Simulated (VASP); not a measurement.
Here is a VASP 6.6.1 calculation.

The input POSCAR:

```
BN
1.0
    0.0000000000      1.8048254497      1.8048254497
    1.8048254497      0.0000000000      1.8048254497
    1.8048254497      1.8048254497      0.0000000000
B N
1 1
Direct
    0.0000000000      0.0000000000      0.0000000000
    0.2500000000      0.2500000000      0.2500000000
```

Contents of INCAR.step1:

```
ALGO = Normal ; EDIFF = 1E-5
ENCUT = 520 ; GGA = PE
ISIF = 2 ; ISMEAR = 0
LASPH = True ; LREAL = False
LWAVE = True ; NBANDS = 11
NELM = 60 ; PREC = Accurate
SIGMA = 0.01
```

INCAR.step2

```
ALGO = Normal ; EDIFF = 1E-7
ENCUT = 520 ; GGA = PE
HFSCREEN = 0.2079 ; ISIF = 2
ISMEAR = 0 ; ISTART = 1
LASPH = True ; LCHARG = True
LELF = True ; LHFCALC = True
LREAL = False ; LVHAR = True
LWAVE = False ; NBANDS = 11
NELM = 60 ; PREC = Accurate
PRECFOCK = Normal ; SIGMA = 0.01
```

Contents of KPOINTS:

```
k-points
0
Gamma
  8 8 8
```

Potentials or basis: VASP PAW PBE potentials, release 64 (B, N).

Launch:

```sh
$ cat potpaw_PBE.64/B/POTCAR potpaw_PBE.64/N/POTCAR > POTCAR
$ cp INCAR.step1 INCAR
$ mpirun -np 1 vasp_std > vasp.out
$ cp INCAR.step2 INCAR
$ mpirun -np 1 vasp_std > vasp.out
```

**Question.** Estimate the band gap on the k mesh.

**Answer.** 5.78 eV, indirect (least direct gap 10.57 eV).

**Question.** Estimate the pressure.

**Answer.** -3.9 GPa.

Caveat: the PAW data sets were made with another functional, which shifts forces and pressure a little. A k mesh can miss the band edges.
